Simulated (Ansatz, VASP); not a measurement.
**PbO in VASP and in Ansatz**

```
Pb O
1.0
     3.17937    0.00000    0.00000
     0.00000    3.17937    0.00000
     0.00000    0.00000    3.08971
Pb O
1 1
Direct
  0.00000 0.00000 0.00000
  0.50000 0.50000 0.50000
```

Change from the starting cell: uniaxial_z strain -2.8%.

Alike in both runs: task single point; functional PBE; k mesh 8 × 8 × 8; occupations fermi-dirac, width 0.02 eV; no spin polarisation.

```csv
,VASP,Ansatz
version,VASP 6.6.1,Ansatz 0.2.0
potentials or method,"VASP PAW PBE potentials, release 64 (Pb_d, O)","plane waves, PAW"
plane-wave cutoff (eV),520,420
valence electrons in the cell,20,20
```

VASP gave:

```
pressure (GPa)                                                : 6.6
traceless stress, the component that is largest in VASP (GPa) : 3.91
```

Problem. What did Ansatz give for the same quantities?

Solution. Pressure (GPa): 6.7; traceless stress, the component that is largest in VASP (GPa): 3.91.

Neither program's run includes spin-orbit coupling.
